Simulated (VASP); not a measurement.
# TaN: relaxation of cell and atoms with PBEsol

TaN:

```xyz
6
Lattice="5.1910 0.0000 0.0000 -2.5955 4.4955 0.0000 0.0000 0.0000 2.9080" Properties=species:S:1:pos:R:3 pbc="T T T"
Ta    0.0000    0.0000    0.0000
Ta    0.0000    2.9970    1.4540
Ta    2.5955    1.4985    1.4540
N     2.5955    0.0000    0.0000
N    -1.2977    2.2478    0.0000
N     1.2977    2.2478    0.0000
```

```json
{
 "Program": "VASP 6.6.1",
 "Task": "relaxation of cell and atoms",
 "Functional": "PBEsol",
 "Potentials or basis": "VASP PAW PBE potentials, release 64 (Ta_pv, N)",
 "Cutoff": "600 eV",
 "k mesh": "6 × 6 × 9",
 "Occupations": "gaussian, width 0.1 eV",
 "Spin": "no spin polarisation",
 "Target pressure": "-2 GPa",
 "Dipole correction": "no",
 "Further INCAR settings": "ALGO = Normal; EDIFF = 1e-07; IBRION = 2; EDIFFG = -0.01; NSW = 80; ISIF = 3"
}
```

```
Relaxed volume                                         : 11.44 Å³/atom
Relaxed cell                                           : a = 5.211 Å, b = 5.211 Å, c = 2.919 Å, α = 90.00°, β = 90.00°, γ = 120.00°
Space group after relaxing (to 0.05 Å)                 : P6/mmm (No. 191)
Energy change on relaxing (the enthalpy is what falls) : +0.1 meV/atom
Ionic steps                                            : 5
Pressure after relaxing                                : -2.0 GPa
Band gap on the k mesh                                 : zero (band 24 reaches 8.69 eV, above the bottom of band 25 at 6.65 eV)
```

Stress tensor (GPa, compression positive):
```
-2.01  0.00  0.00
 0.00 -2.01  0.00
 0.00  0.00 -1.89
```

Step by step:
```
step  energy change (eV)  largest force (eV/Å)  pressure (GPa)  volume (Å³)
   1              0.0000                0.0000            1.72        67.86
   2              0.0754                0.0000          -10.19        70.47
   3              0.0005                0.0000           -1.98        68.62
   4              0.0003                0.0000           -1.91        68.60
   5              0.0007                0.0000           -1.97        68.64
```

Final structure:
```xyz
6
Lattice="5.2110 0.0000 0.0000 -2.6055 4.5129 0.0000 0.0000 0.0000 2.9190" Properties=species:S:1:pos:R:3 pbc="T T T"
Ta    5.2110    0.0000    0.0000
Ta    0.0000    3.0086    1.4595
Ta    2.6055    1.5043    1.4595
N     2.6055    0.0000    0.0000
N     3.9082    2.2564    0.0000
N     1.3027    2.2564    0.0000
```

Levels at points of the mesh, in eV from the Fermi level:
| k point | band 21 | band 22 | band 23 | band 24 | band 25 | band 26 | band 27 | band 28 |
| --- | --- | --- | --- | --- | --- | --- | --- | --- |
| (0.00, 0.00, 0.00) | -2.81 | -2.29 | -1.88 | -1.09 | -1.09 | 0.96 | 0.96 | 1.34 |
| (0.50, 0.00, 0.00) | -3.20 | -2.71 | -1.53 | -0.53 | 1.47 | 1.95 | 1.98 | 2.42 |

Run time: 2.9 min on 1 thread of Intel(R) Xeon(R) 6975P-C (Granite Rapids), with other jobs on the host, peak memory 0.25 GiB.

Caveat: the cell is relaxed towards a set pressure, so the enthalpy falls and the energy may rise; the PAW data sets were made with another functional, which shifts forces and pressure a little; spin-orbit coupling is left out, which moves the levels of the heavy elements. Zero-point motion and thermal expansion aren't in these numbers.
